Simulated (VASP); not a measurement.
A run of VASP 6.6.1 is set up as follows.

The input INCAR:

```
SYSTEM = Zn
PREC = Accurate
ENCUT = 520
EDIFF = 1E-6
ISMEAR = -1
SIGMA = 0.1
LREAL = .FALSE.
LASPH = .TRUE.
NELM = 100
ALGO = Normal
ISIF = 2
LWAVE = .FALSE.
LCHARG = .TRUE.
GGA = PE
LELF = .TRUE.
LVHAR = .TRUE.
NBANDS = 19
```

File KPOINTS:

```
regular mesh
0
G
  16 16 9
  0 0 0
```

File POSCAR:

```
Zn
1.0
    2.6144535131      0.0000000000      0.0000000000
   -1.3072267565      2.2641831594      0.0000000000
    0.0000000000      0.0000000000      4.7178092746
Zn
2
Direct
    0.3333333333      0.6666666667      0.2500000000
    0.6666666667      0.3333333333      0.7500000000
```

Potentials or basis: VASP PAW PBE potentials, release 64 (Zn).

Launch:

```bash
$ cat potpaw_PBE.64/Zn/POTCAR > POTCAR
$ mpirun -np 1 vasp_std > vasp.out
```

Problem. What does it give for the pressure?

Solution. 7.2 GPa.

Problem. Predict the band gap on the k mesh.

Solution. Zero (band 12 reaches 5.32 eV, above the bottom of band 13 at 1.13 eV).

Stress tensor (GPa, compression positive):
```
7.25 0.00 0.00
0.00 7.25 0.00
0.00 0.00 7.06
```
